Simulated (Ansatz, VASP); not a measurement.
## Two plane-wave programs on BN

```xyz
4
Lattice="2.5010 0.0000 0.0000 -1.2505 2.1659 0.0081 0.0000 0.0258 6.8742" Properties=species:S:1:pos:R:3 pbc="T T T"
B     0.0000    1.4504    1.7240
B     1.2505    0.7413    5.1583
N     0.0000    1.4633    5.1610
N     1.2505    0.7284    1.7212
```

Change from the starting cell: strain +0.0075 x Voigt [0, 0, 0, 1, 0, 0], atoms carried along.

Alike in both runs: task single point; functional r2SCAN; k mesh 12 × 12 × 4; occupations gaussian, width 0.05 eV; no spin polarisation.

|  | VASP | Ansatz |
| --- | --- | --- |
| version | VASP 6.6.1 | Ansatz 0.2.0 |
| potentials or method | VASP PAW PBE potentials, release 64 (B, N), cutoff 520 eV | scalar-relativistic, plane waves, PAW |
| valence electrons in the cell | 16 | 16 |

VASP gave:

```
gap on the k mesh at the Fermi level (eV)                     : 4.92
least direct gap on the mesh (eV)                             : 5.34
pressure (GPa)                                                : 0.4
traceless stress, the component that is largest in VASP (GPa) : -0.61
```

**Question.** What did Ansatz give for the same quantities?

**Answer.** gap on the k mesh at the Fermi level (eV): 4.88; least direct gap on the mesh (eV): 5.28; pressure (GPa): 0.0; traceless stress, the component that is largest in VASP (GPa): 0.05.

VASP's potentials were made for PBE, not for r2SCAN.
